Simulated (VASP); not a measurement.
# TaVN2 (P4/mmm) in VASP: vibrations by perturbation theory with PBEsol

Aim: the vibrations by perturbation theory of TaVN2 with PBEsol.

Everything below comes from runs of VASP 6.6.1. Logs are shortened: lines on timing, memory, paths and dates and some standing lists are left out, and cuts for length are marked.

### Step 1. The cell of the first run

Symmetry: P4/mmm, No. 123, tetragonal system. The conventional cell has a = 3.050 Å, b = 3.050 Å, c = 4.296 Å, α = 90.00°, β = 90.00°, γ = 90.00°. Within 2.8 Å of Ta (site symmetry 4/mmm) lie 6 N at 2.15 to 2.16 Å. V (site symmetry 4/mmm) has 6 N at 2.15 to 2.16 Å within 2.8 Å. N (site symmetry 4/mmm) has 2 V at 2.15 Å and 4 Ta at 2.16 Å within 2.8 Å. Within 2.8 Å of N (site symmetry 4/mmm) lie 2 Ta at 2.15 Å and 4 V at 2.16 Å.

### Step 2. Vibrations by perturbation theory, PBEsol, collinear spin, ferromagnetic start

Input file INCAR:

```
ALGO     = Normal         # electronic algorithm
EDIFF    = 1E-8           # SCF threshold, eV
ENCUT    = 520            # plane-wave cutoff, eV
GGA      = PS             # functional
IBRION   = 8              # ionic algorithm
ISIF     = 2              # what is computed and relaxed
ISMEAR   = -1             # smearing method
ISPIN    = 2              # spin polarisation
LASPH    = True           # aspherical terms in the spheres
LCHARG   = False          # write CHGCAR
LMAXMIX  = 4              # l up to which the mixer works
LORBIT   = 11             # projections on sites
LREAL    = False          # projectors in reciprocal space
LWAVE    = False          # write WAVECAR
MAGMOM   = 0 2 0 0        # initial moments
NBANDS   = 29             # bands
NELM     = 150            # most SCF steps
NSW      = 1              # ionic steps
PREC     = Accurate       # precision mode
SIGMA    = 0.05           # smearing width, eV
```

Input file KPOINTS:

```
k-points
0
Gamma
  8 8 6
```

Input file POSCAR:

```
TaVN2
1.0
    3.0498670000      0.0000000000      0.0000000000
    0.0000000000      3.0498670000      0.0000000000
    0.0000000000      0.0000000000      4.2960620000
Ta V N
1 1 2
Direct
    0.0000000000      0.0000000000      0.0000000000
    0.5000000000      0.5000000000      0.5000000000
    0.5000000000      0.5000000000      0.0000000000
    0.0000000000      0.0000000000      0.5000000000
```

Potentials or basis: VASP PAW PBE potentials, release 64 (Ta_pv, V_sv, N).

The run is started by

```bash
> cat potpaw_PBE.64/Ta_pv/POTCAR potpaw_PBE.64/V_sv/POTCAR potpaw_PBE.64/N/POTCAR > POTCAR
> mpirun -np 1 vasp_std > vasp.out
```

OUTCAR:

```text
EDIFF = 1E-8
   ENCUT = 520
   GGA = PS
   IBRION = 8
   ISIF = 2
   ISMEAR = -1
   ISPIN = 2
   LASPH = True
   LORBIT = 11
   LREAL = False
   NELM = 150
   NSW = 1
   PREC = Accurate

 ion  position               nearest neighbor table
   1  0.000  0.000  0.000-   4 2.15   4 2.15   3 2.16   3 2.16   3 2.16   3 2.16   2 3.04   2 3.04
                             2 3.04   2 3.04   2 3.04   2 3.04   2 3.04   2 3.04
   2  0.500  0.500  0.500-   3 2.15   3 2.15   4 2.16   4 2.16   4 2.16   4 2.16   1 3.04   1 3.04
                             1 3.04   1 3.04   1 3.04   1 3.04   1 3.04   1 3.04
   3  0.500  0.500  0.000-   2 2.15   2 2.15   1 2.16   1 2.16   1 2.16   1 2.16
   4  0.000  0.000  0.500-   1 2.15   1 2.15   2 2.16   2 2.16   2 2.16   2 2.16

  LATTYP: Found a simple tetragonal cell.
 ALAT       =     3.0498670000
 C/A-ratio  =     1.4086063425

  Lattice vectors:

 A1 = (   3.0498670000,   0.0000000000,   0.0000000000)
 A2 = (   0.0000000000,   3.0498670000,   0.0000000000)
 A3 = (   0.0000000000,   0.0000000000,   4.2960620000)

Analysis of symmetry for initial positions (statically):
=====================================================================
 Subroutine PRICEL returns:
 Original cell was already a primitive cell.

 Routine SETGRP: Setting up the symmetry group for a
 simple tetragonal supercell.

 Subroutine GETGRP returns: Found 16 space group operations
 (whereof 16 operations were pure point group operations)
 out of a pool of 16 trial point group operations.

The static configuration has the point symmetry D_4h.

Analysis of symmetry for dynamics (positions and initial velocities):
=====================================================================
 Subroutine PRICEL returns:
 Original cell was already a primitive cell.

 Routine SETGRP: Setting up the symmetry group for a
 simple tetragonal supercell.

 Subroutine GETGRP returns: Found 16 space group operations
 (whereof 16 operations were pure point group operations)
 out of a pool of 16 trial point group operations.

The dynamic configuration has the point symmetry D_4h.

Analysis of structural, dynamic, and magnetic symmetry:
=====================================================================
 Subroutine PRICEL returns:
 Original cell was already a primitive cell.

 Routine SETGRP: Setting up the symmetry group for a
 simple tetragonal supercell.

 Subroutine GETGRP returns: Found 16 space group operations
 (whereof 16 operations were pure point group operations)
 out of a pool of 16 trial point group operations.

The overall configuration has the point symmetry D_4h.

 Subroutine INISYM returns: Found 16 space group operations
 (whereof 16 operations are pure point group operations),
 and found     1 'primitive' translations

----------------------------------------------------------------------------------------

[... 1698 lines left out ...]

  FORCE on cell =-STRESS in cart. coord.  units (eV):
  Direction    XX          YY          ZZ          XY          YZ          ZX
  --------------------------------------------------------------------------------------
  -------------------------------------------------------------------------------------
  Total       -2.3837676     -2.3837676     -2.9094978      0.0000000     -0.0000000      0.0000000
  in kB      -95.5745241    -95.5745241   -116.6530974      0.0000000     -0.0000000      0.0000000
  external PRESSURE =    -102.6007152 kB  Pullay stress =       0.0000000 kB

 VOLUME and BASIS-vectors are now :
 -----------------------------------------------------------------------------
  energy-cutoff  :      520.00
  volume of cell :       39.96
      direct lattice vectors                 reciprocal lattice vectors
     3.049867000  0.000000000  0.000000000     0.327883150  0.000000000  0.000000000
     0.000000000  3.049867000  0.000000000     0.000000000  0.327883150  0.000000000
     0.000000000  0.000000000  4.296062000     0.000000000  0.000000000  0.232771315

 POSITION                                       TOTAL-FORCE (eV/Angst)
 -----------------------------------------------------------------------------------
      0.00000      0.00000      0.00000         0.000000      0.000000      0.000000
      1.52493      1.52493      2.14803         0.000000      0.000000      0.000000
      1.52493      1.52493      0.00000         0.000000      0.000000      0.000000
      0.00000      0.00000      2.14803         0.000000      0.000000      0.000000
 -----------------------------------------------------------------------------------
    total drift:                                0.000000     -0.000000     -0.000000

  FREE ENERGIE OF THE ION-ELECTRON SYSTEM (eV)
  ---------------------------------------------------
  free  energy   TOTEN  =       -43.7960447071 eV

  energy  without entropy=      -43.7749836674  energy(sigma->0) =      -43.78551419

[... ionic steps 2 to 12 ...]

--------------------------------------- Ionic step       13  -------------------------------------------

------------------------ aborting loop because EDIFF is reached ----------------------------------------

[... ionic steps 14 to 14 ...]

--------------------------------------- Ionic step       15  -------------------------------------------

 Free energy of the ion-electron system (eV)
  ---------------------------------------------------
  ---------------------------------------------------
  free energy    TOTEN  =        -0.24903159 eV

  energy without entropy =       -0.24903157

------------------------ aborting loop because EDIFF is reached ----------------------------------------

 INTERNAL STRAIN TENSOR  FOR ION    4  DIRECTION 3   (eV/Angst):
 -----------------------------------------------------------------------------
     0.02637  0.00000  0.00000
     0.00000  0.02637  0.00000
     0.00000 -0.00000 -0.05431

 INTERNAL STRAIN TENSOR FOR ION    4 for displacements in x,y,z  (eV/Angst):
          X           Y           Z          XY          YZ          ZX
  --------------------------------------------------------------------------------
  x     0.00000     0.00000     0.00000     0.00000     0.00000     0.00000
  y     0.00000     0.00000     0.00000     0.00000     0.00000     0.00000
  z     0.00000     0.00000     0.00000     0.00000     0.00000     0.00000

 SECOND DERIVATIVES (NOT SYMMETRIZED)
 ------------------------------------
               1X          1Y          1Z          2X          2Y          2Z          3X          3Y          3Z          4X          4Y          4Z
  1X   -11.477394    0.000000    0.000000   -0.615525    0.000000    0.000000   11.310974    0.000000    0.000000    0.781945    0.000000    0.000000
  1Y     0.000000  -11.477394    0.000000    0.000000   -0.615525    0.000000    0.000000   11.310974    0.000000    0.000000    0.781945    0.000000
  1Z     0.000000   -0.000000   -7.778052   -0.000000    0.000000   -0.126975   -0.000000   -0.000000   -0.963892    0.000000    0.000000    8.868919
  2X    -0.617853    0.000000    0.000000   -1.711905    0.000000    0.000000   -1.269732    0.000000    0.000000    3.599491    0.000000    0.000000
  2Y     0.000000   -0.617853    0.000000    0.000000   -1.711905    0.000000    0.000000   -1.269732    0.000000    0.000000    3.599491    0.000000
  2Z    -0.000000   -0.000000   -0.139522    0.000000    0.000000   -4.027366    0.000000    0.000000    6.841940    0.000000    0.000000   -2.675052
  3X    11.303795    0.000000    0.000000   -1.256484    0.000000    0.000000  -11.551920    0.000000    0.000000    1.504609    0.000000    0.000000
  3Y     0.000000   11.303795    0.000000    0.000000   -1.256484    0.000000    0.000000  -11.551920    0.000000    0.000000    1.504609    0.000000
  3Z    -0.000000    0.000000   -0.969683    0.000000   -0.000000    6.865710    0.000000   -0.000000   -8.278143   -0.000000    0.000000    2.382117
  4X     0.778330    0.000000    0.000000    3.610192    0.000000    0.000000    1.503519    0.000000    0.000000   -5.892041    0.000000    0.000000
  4Y     0.000000    0.778330    0.000000    0.000000    3.610192    0.000000    0.000000    1.503519    0.000000    0.000000   -5.892041    0.000000
  4Z     0.000000    0.000000    8.876245    0.000000    0.000000   -2.657180   -0.000000    0.000000    2.377368   -0.000000    0.000000   -8.596433

 Eigenvectors and eigenvalues of the dynamical matrix
 ----------------------------------------------------

   1 f  =   14.935498 THz    93.842499 2PiTHz  498.194573 cm-1    61.768227 meV
             X         Y         Z           dx          dy          dz
      0.000000  0.000000  0.000000     0.233457   -0.071581   -0.000000
      1.524933  1.524933  2.148031    -0.079041    0.024235    0.000000
      1.524933  1.524933  0.000000    -0.899389    0.275763   -0.000000
      0.000000  0.000000  2.148031     0.210754   -0.064619    0.000000
[... 71 lines left out ...]
  12 f/i=    3.021956 THz    18.987512 2PiTHz  100.801617 cm-1    12.497802 meV
             X         Y         Z           dx          dy          dz
      0.000000  0.000000  0.000000     0.000000    0.000000   -0.463060
      1.524933  1.524933  2.148031     0.000000   -0.000000    0.815834
      1.524933  1.524933  0.000000     0.000000    0.000000    0.300744
      0.000000  0.000000  2.148031     0.000000    0.000000   -0.171881

--------------------------------------------------------------------------------------------------------

 ELASTIC MODULI CONTR FROM IONIC RELAXATION (kBar)
 Direction    XX          YY          ZZ          XY          YZ          ZX
 --------------------------------------------------------------------------------
 XX           0.0000      0.0000      0.0000      0.0000      0.0000      0.0000
 YY           0.0000      0.0000      0.0000      0.0000      0.0000      0.0000
 ZZ           0.0000      0.0000      0.0000      0.0000      0.0000      0.0000
 XY           0.0000      0.0000      0.0000      0.0000      0.0000      0.0000
 YZ           0.0000      0.0000      0.0000      0.0000      0.0000      0.0000
 ZX           0.0000      0.0000      0.0000      0.0000      0.0000      0.0000
 --------------------------------------------------------------------------------

 total charge

# of ion       s       p       d       tot
------------------------------------------
    1        0.298   6.265   2.396   8.960
    2        2.203   6.212   3.145  11.559
    3        1.227   2.530   0.000   3.757
    4        1.227   2.486   0.000   3.712
--------------------------------------------------
tot          4.955  17.493   5.541  27.988

 magnetization (x)

# of ion       s       p       d       tot
------------------------------------------
    1        0.001  -0.001  -0.040  -0.040
    2        0.006   0.006   0.924   0.935
    3        0.000   0.009   0.000   0.009
    4        0.000   0.014   0.000   0.014
--------------------------------------------------
tot          0.007   0.027   0.884   0.918
```

Run time: 41 min. Hardware: 1 thread of Oxide Virtual Turin-like, shared host; peak memory 0.5 GiB.

What came out:

```
Net moment                                            : 0.99 μB per cell
Site moments                                          : Ta -0.04; V +0.94; N +0.01 μB
Valence electrons inside the program's atomic spheres : Ta 8.96; V 11.56; N 3.76, 3.71
Highest phonon frequency at Γ                         : 498 cm⁻¹
Most unstable mode                                    : 101i cm⁻¹
```

Phonon frequencies in cm⁻¹ (negative: imaginary):
```
              q point                                 frequencies
(0.000, 0.000, 0.000)  -101 -56 -56 0 1 1 347 347 365 488 498 498
```

Caveat: the cell stands under pressure or tension, which shifts response properties; some modes are imaginary; the PAW data sets were made with another functional, which shifts forces and pressure a little; spin-orbit coupling is left out, which moves the levels of the heavy elements.
